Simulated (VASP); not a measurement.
# CdSe (F-43m) in VASP: notebook

The runs below take CdSe through single point, with PBE.

Program: VASP 6.6.1. These are calculated values, not measurements. Logs are shortened: lines on timing, memory, paths and dates and some standing lists are left out, and cuts for length are marked.

### Step 1. The cell of the first run

It takes space group F-43m (No. 216, cubic). Conventional cell: a = 6.070 Å, b = 6.070 Å, c = 6.070 Å, α = 90.00°, β = 90.00°, γ = 90.00°. Within 3.5 Å of Cd (site symmetry -43m) lie 4 Se at 2.63 Å. Within 3.5 Å of Se (site symmetry -43m) lie 4 Cd at 2.63 Å.

### Step 2. Single point, PBE (volume changed by -6%)

The input, INCAR:

```
SYSTEM = CdSe
PREC = Accurate
ENCUT = 520
EDIFF = 1E-6
ISMEAR = 0
SIGMA = 0.01
LREAL = .False.
LASPH = .True.
NELM = 60
ALGO = Normal
ISIF = 2
LWAVE = .False.
LCHARG = .False.
GGA = PE
NBANDS = 16
```

The input, KPOINTS:

```
Automatic mesh
0
Gamma
  6 6 6
  0 0 0
```

The input, POSCAR:

```
CdSe
1.0
    0.0000000000      3.0349791478      3.0349791478
    3.0349791478      0.0000000000      3.0349791478
    3.0349791478      3.0349791478      0.0000000000
Cd Se
1 1
Direct
    0.0000000000      0.0000000000      0.0000000000
    0.2500000000      0.2500000000      0.2500000000
```

Potentials or basis: VASP PAW PBE potentials, release 64 (Cd, Se).

Launch:

```
$ cat potpaw_PBE.64/Cd/POTCAR potpaw_PBE.64/Se/POTCAR > POTCAR
$ mpirun -np 1 vasp_std > vasp.out
```

OUTCAR:

```text
SYSTEM = CdSe
   PREC = Accurate
   ENCUT = 520
   EDIFF = 1E-6
   ISMEAR = 0
   LREAL = .False.
   LASPH = .True.
   NELM = 60
   ISIF = 2
   GGA = PE

 ion  position               nearest neighbor table
   1  0.000  0.000  0.000-   2 2.63   2 2.63   2 2.63   2 2.63
   2  0.250  0.250  0.250-   1 2.63   1 2.63   1 2.63   1 2.63

  LATTYP: Found a face centered cubic cell.
 ALAT       =     6.0699582956

  Lattice vectors:

 A1 = (   0.0000000000,   3.0349791478,   3.0349791478)
 A2 = (   3.0349791478,   0.0000000000,   3.0349791478)
 A3 = (   3.0349791478,   3.0349791478,   0.0000000000)

Analysis of symmetry for initial positions (statically):
=====================================================================
 Subroutine PRICEL returns:
 Original cell was already a primitive cell.

 Routine SETGRP: Setting up the symmetry group for a
 face centered cubic supercell.

 Subroutine GETGRP returns: Found 24 space group operations
 (whereof 24 operations were pure point group operations)
 out of a pool of 48 trial point group operations.

The static configuration has the point symmetry T_d .

Analysis of symmetry for dynamics (positions and initial velocities):
=====================================================================
 Subroutine PRICEL returns:
 Original cell was already a primitive cell.

 Routine SETGRP: Setting up the symmetry group for a
 face centered cubic supercell.

 Subroutine GETGRP returns: Found 24 space group operations
 (whereof 24 operations were pure point group operations)
 out of a pool of 48 trial point group operations.

The dynamic configuration has the point symmetry T_d .

 Subroutine INISYM returns: Found 24 space group operations
 (whereof 24 operations are pure point group operations),
 and found     1 'primitive' translations

----------------------------------------------------------------------------------------

                                     Primitive cell

  volume of cell :      55.9110

  direct lattice vectors                    reciprocal lattice vectors
     0.000000000  3.034979148  3.034979148    -0.164745778  0.164745778  0.164745778
     3.034979148  0.000000000  3.034979148     0.164745778 -0.164745778  0.164745778
     3.034979148  3.034979148  0.000000000     0.164745778  0.164745778 -0.164745778

  length of vectors
     4.292108672  4.292108672  4.292108672     0.285348057  0.285348057  0.285348057

  position of ions in fractional coordinates (direct lattice)
     0.000000000  0.000000000  0.000000000
     0.250000000  0.250000000  0.250000000

  ion indices of the primitive-cell ions
   primitive index   ion index
                 1           1
                 2           2

----------------------------------------------------------------------------------------

 KPOINTS: Automatic mesh

Automatic generation of k-mesh.
 Grid dimensions read from file:
 generate k-points for:    6    6    6

 Generating k-lattice:

  Cartesian coordinates                     Fractional coordinates (reciprocal lattice)
    -0.027457630  0.027457630  0.027457630     0.166666667  0.000000000  0.000000000
     0.027457630 -0.027457630  0.027457630     0.000000000  0.166666667  0.000000000
     0.027457630  0.027457630 -0.027457630     0.000000000  0.000000000  0.166666667

  Length of vectors
     0.047558010  0.047558010  0.047558010

  Shift w.r.t. Gamma in fractional coordinates (k-lattice)
     0.000000000  0.000000000  0.000000000

 Subroutine IBZKPT returns following result:
 ===========================================

 Found     16 irreducible k-points:

 Following reciprocal coordinates:
            Coordinates               Weight
  0.000000  0.000000  0.000000      1.000000
  0.166667  0.000000  0.000000      8.000000
  0.333333  0.000000  0.000000      8.000000
  0.500000  0.000000  0.000000      4.000000
  0.166667  0.166667  0.000000      6.000000
  0.333333  0.166667  0.000000     24.000000
[... 8 lines left out ...]
 -0.333333  0.333333  0.166667     24.000000
 -0.333333  0.500000  0.166667     12.000000
   k-points           NKPTS =     16   k-points in BZ     NKDIM =     16   number of bands    NBANDS=     16
   number of dos      NEDOS =    301   number of ions     NIONS =      2
   total plane-waves  NPLWV =  32768
   dimension x,y,z NGX =    32 NGY =   32 NGZ =   32
   dimension x,y,z NGXF=    64 NGYF=   64 NGZF=   64
   ions per type =               1   1
   NGX,Y,Z   is equivalent  to a cutoff of  12.39, 12.39, 12.39 a.u.
   NGXF,Y,Z  is equivalent  to a cutoff of  24.79, 24.79, 24.79 a.u.
 SYSTEM =  CdSe
   PREC   = accura    normal or accurate (medium, high low for compatibility)
   ISTART =      0    job   : 0-new  1-cont  2-samecut
   ICHARG =      2    charge: 1-file 2-atom 10-const
   ISPIN  =      1    spin polarized calculation?
   LNONCOLLINEAR =      F non collinear calculations
   LSORBIT =      F    spin-orbit coupling
   LASPH  =      T    aspherical Exc in radial PAW
   ENCUT  =  520.0 eV  38.22 Ry    6.18 a.u.   7.98  7.98  7.98*2*pi/ulx,y,z
   NELM   =     60;   NELMIN=  2; NELMDL= -5     # of ELM steps
   EDIFF  = 0.1E-05   stopping-criterion for ELM
   LREAL  =      F    real-space projection
   EDIFFG = 0.1E-04   stopping-criterion for IOM
   NSW    =      0    number of steps for IOM
   IBRION =     -1    ionic relax: 0-MD 1-quasi-New 2-CG
   NFREE  =      0    steps in history (QN), initial steepest desc. (CG)
   ISIF   =      2    stress and relaxation
   ISYM   =      2    0-nonsym 1-usesym 2-fastsym
   POTIM  = 0.5000    time-step for ionic-motion
   TEBEG  =    0.0;   TEEND  =   0.0 temperature during run
   PSTRESS=    0.0 pullay stress
   NELECT =      18.0000    total number of electrons
   NUPDOWN=      -1.0000    fix difference up-down
   EMIN   =  10.00;   EMAX   =-10.00  energy-range for DOS
   EFERMI =   0.00;   METHOD = LEGACY
   ISMEAR =     0;   SIGMA  =   0.01  broadening in eV -4-tet -1-fermi 0-gaus
   EFERMI_NEDOS =   21; number of points for ismear=-14 and -15
   IALGO  =     38    algorithm
   IMIX   =      4    mixing-type and parameters
     AMIX     =   0.40;   BMIX     =  1.00
     AMIX_MAG =   1.60;   BMIX_MAG =  1.00
  volume/ion in A,a.u.               =      27.96       188.65
  Fermi-wavevector in a.u.,A,eV,Ry     =   1.122018  2.120307 17.128717  1.258925
  Thomas-Fermi vector in A             =   2.258676
   LORBIT       =      0    0 simple, 1 ext, 2 COOP (PROOUT), +10 PAW based schemes
   GGA     = PE    functional components
   LHFCALC =     F    Hartree Fock is set to
   AEXX    =    0.0000 exact exchange contribution
   IVDW    =     0    specifies the selected vdW correction
   LEPSILON=     F    determine dielectric tensor
   LRPA    =     F    only Hartree local field effects (RPA)
 non-spin polarized calculation
 Gauss-broadening in eV      SIGMA  =   0.01
  energy-cutoff  :      520.00
  volume of cell :       55.91
 maximum number of plane-waves:      1524
   NGX = 15   NGY = 15   NGZ = 15

 number of electron      18.0000000 magnetization

 Free energy of the ion-electron system (eV)
  ---------------------------------------------------
  ext. energy  EPLUGINS =         0.00000000
  ---------------------------------------------------
  free energy    TOTEN  =        -5.45541059 eV

  energy without entropy =       -5.45541059  energy(sigma->0) =       -5.45541059

 E-fermi :   1.1194     XC(G=0):  -8.9125

 val. band max:        0.9944318052   @ k =   0.0000   0.0000   0.0000
 cond. band min:       1.6143297391   @ k =   0.0000   0.0000   0.0000
 fundamental gap:      0.6198979339
 Fermi energy:         1.1194157060

 k-point     1 :       0.0000    0.0000    0.0000
  band No.  band energies     occupation
      1     -11.6334      2.00000
      2      -6.9649      2.00000
      3      -6.9649      2.00000
      4      -6.9649      2.00000
      5      -6.5840      2.00000
      6      -6.5840      2.00000
[... 8 lines left out ...]
     15      12.1068      0.00000
     16      12.1068      0.00000

 k-point     2 :       0.1667    0.0000    0.0000
  band No.  band energies     occupation
      1     -11.5402      2.00000
      2      -6.9355      2.00000
      3      -6.9355      2.00000
      4      -6.8762      2.00000
      5      -6.5849      2.00000
      6      -6.5849      2.00000
[... 8 lines left out ...]
     15      11.1309      0.00000
     16      11.5396      0.00000

 k-point     3 :       0.3333    0.0000    0.0000
  band No.  band energies     occupation
      1     -11.3508      2.00000
      2      -6.8867      2.00000
      3      -6.8867      2.00000
      4      -6.5738      2.00000
      5      -6.5738      2.00000
      6      -6.5706      2.00000
[... 8 lines left out ...]
     15      11.5692      0.00000
     16      11.5692      0.00000

 k-point     4 :       0.5000    0.0000    0.0000
  band No.  band energies     occupation
      1     -11.2552      2.00000
      2      -6.8692      2.00000
      3      -6.8692      2.00000
      4      -6.5598      2.00000
      5      -6.5598      2.00000
      6      -6.2839      2.00000
[... 8 lines left out ...]
     15      13.1629      0.00000
     16      13.1629      0.00000
[... 172 lines left out ...]
 k-point    14 :       0.5000    0.3333    0.1667
  band No.  band energies     occupation
      1     -11.2284      2.00000
      2      -6.8161      2.00000
      3      -6.8081      2.00000
      4      -6.6540      2.00000
      5      -6.5571      2.00000
      6      -6.3423      2.00000
[... 8 lines left out ...]
     15      13.1738      0.00000
     16      14.1098      0.00000

 k-point    15 :      -0.3333    0.3333    0.1667
  band No.  band energies     occupation
      1     -11.1669      2.00000
      2      -6.8094      2.00000
      3      -6.7810      2.00000
      4      -6.6162      2.00000
      5      -6.5729      2.00000
      6      -6.1463      2.00000
[... 8 lines left out ...]
     15      12.9250      0.00000
     16      14.0400      0.00000

 k-point    16 :      -0.3333    0.5000    0.1667
  band No.  band energies     occupation
      1     -11.1369      2.00000
      2      -6.7758      2.00000
      3      -6.7534      2.00000
      4      -6.6483      2.00000
      5      -6.5559      2.00000
      6      -6.1196      2.00000
[... 8 lines left out ...]
     15      13.8608      0.00000
     16      13.9754      0.00000

------------------------ aborting loop because EDIFF is reached ----------------------------------------

  FORCE on cell =-STRESS in cart. coord.  units (eV):
  Direction    XX          YY          ZZ          XY          YZ          ZX
  --------------------------------------------------------------------------------------
  -------------------------------------------------------------------------------------
  Total        1.2371546      1.2371546      1.2371546      0.0000000     -0.0000000     -0.0000000
  in kB       35.4517300     35.4517300     35.4517300      0.0000000     -0.0000000     -0.0000000
  external PRESSURE =      35.4517300 kB  Pullay stress =       0.0000000 kB

 VOLUME and BASIS-vectors are now :
 -----------------------------------------------------------------------------
  energy-cutoff  :      520.00
  volume of cell :       55.91
      direct lattice vectors                 reciprocal lattice vectors
     0.000000000  3.034979148  3.034979148    -0.164745778  0.164745778  0.164745778
     3.034979148  0.000000000  3.034979148     0.164745778 -0.164745778  0.164745778
     3.034979148  3.034979148  0.000000000     0.164745778  0.164745778 -0.164745778

 POSITION                                       TOTAL-FORCE (eV/Angst)
 -----------------------------------------------------------------------------------
      0.00000      0.00000      0.00000         0.000000      0.000000      0.000000
      1.51749      1.51749      1.51749        -0.000000     -0.000000     -0.000000
 -----------------------------------------------------------------------------------
    total drift:                               -0.000000     -0.000000     -0.000000

  FREE ENERGIE OF THE ION-ELECTRON SYSTEM (eV)
  ---------------------------------------------------
  free  energy   TOTEN  =        -5.4554105887 eV

  energy  without entropy=       -5.4554105887  energy(sigma->0) =       -5.45541059
```

It took 6.4 s on 1 thread of Intel Xeon 6975P-C (Granite Rapids), shared host; peak memory 0.17 GiB.

Results:

```yaml
Free_energy: -5.4554 eV
Pressure: 3.5 GPa
Band_gap_on_the_k_mesh: 0.62 eV, direct
```

Caveat: the cell differs from its parent crystal (volume changed by -6%).

### Step 3. Single point, PBE

This run uses another cell than the first one, of 29.74 Å³/atom, 1.064 times its volume.

INCAR is that of step 2.

KPOINTS is that of step 2.

The input, POSCAR:

```
CdSe
1.0
    0.0000000000      3.0982259964      3.0982259964
    3.0982259964      0.0000000000      3.0982259964
    3.0982259964      3.0982259964      0.0000000000
Cd Se
1 1
Direct
    0.0000000000      0.0000000000      0.0000000000
    0.2500000000      0.2500000000      0.2500000000
```

Potentials or basis: VASP PAW PBE potentials, release 64 (Cd, Se).

Launch:

```
$ cat potpaw_PBE.64/Cd/POTCAR potpaw_PBE.64/Se/POTCAR > POTCAR
$ mpirun -np 1 vasp_std > vasp.out
```

Run time: 9.5 s. Hardware: 1 thread of Intel Xeon 6975P-C (Granite Rapids), shared host; peak memory 0.2 GiB.

The run converged. Its results:

* Free energy: -5.4955 eV
* Pressure: 0.2 GPa
* Band gap on the k mesh: 0.49 eV, direct

Levels at points of the mesh, in eV from the valence-band top:
```tsv
k point	band 6	band 7	band 8	band 9	band 10	band 11	band 12	band 13
(0.00, 0.00, 0.00)	-7.45	0.00	0.00	0.00	0.49	5.93	5.93	5.93
(0.50, 0.00, 0.00)	-7.19	-4.08	-0.67	-0.67	2.32	6.42	6.42	7.25
(0.50, 0.50, 0.00)	-7.14	-3.83	-1.67	-1.67	3.24	3.69	8.86	9.88
```

[end of part 1 of 3]
